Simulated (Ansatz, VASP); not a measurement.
Two plane-wave programs on WC

The input INCAR:

```
SYSTEM = WC
PREC = Accurate
ENCUT = 520
EDIFF = 1E-6
ISMEAR = 0
SIGMA = 0.15
LREAL = .FALSE.
LASPH = .TRUE.
NELM = 100
ALGO = Normal
ISIF = 2
LWAVE = .FALSE.
LCHARG = .TRUE.
GGA = PS
LELF = .TRUE.
LVHAR = .TRUE.
NBANDS = 16
```

The input KPOINTS:

```
Automatic mesh
0
G
  18 18 18
  0 0 0
```

The input POSCAR:

```
WC
1.0
    0.0000000000      2.1954248550      2.1954248550
    2.1926840000      0.0027408550      2.1926840000
    2.1926840000      2.1926840000      0.0027408550
W C
1 1
Direct
    0.0000000000      0.0000000000      0.0000000000
    0.5000000000      0.5000000000      0.5000000000
```

Input for Ansatz:

```yaml
crystal:
  lattice:
    - [0.0, 2.195424855, 2.195424855]
    - [2.192684, 0.002740855, 2.192684]
    - [2.192684, 2.192684, 0.002740855]
  atoms:
    - { symbol: W, position: [0.0, 0.0, 0.0] }
    - { symbol: C, position: [0.5, 0.5, 0.5] }
basis:
  ecutwfc: 420
kpoints:
  mp_grid: { grid: [18, 18, 18] }
hamiltonian:
  xc: pbesol
scf:
  occupations: { method: gaussian, width: 0.15 }
output:
  forces: true
  stress: true
  eigenvalues: true
```

Change from the starting cell: strain +0.0025 x Voigt [0, 0, 0, 1, 0, 0], atoms carried along.

Alike in both runs: task single point; functional PBEsol; k mesh 18 × 18 × 18; occupations gaussian, width 0.15 eV; no spin polarisation.

```csv
,VASP,Ansatz
version,VASP 6.6.1,Ansatz 0.2.0
potentials or method,"VASP PAW PBE potentials, release 64 (W_sv, C), cutoff 520 eV","scalar-relativistic, plane waves, PAW"
valence electrons in the cell,18,18
```

|  | VASP | Ansatz | Ansatz less VASP |
| --- | --- | --- | --- |
| gap on the k mesh at the Fermi level (eV) | none | none | - |
| pressure (GPa) | -9.1 | -10.1 | -0.98 |
| traceless stress, the component that is largest in VASP (GPa) | -0.37 | -0.37 | 0.000 |

VASP's potentials were made for PBE, not for PBEsol. A gap of «none» marks a metal or a gap that the smearing closes.

Spin-orbit coupling is off throughout.
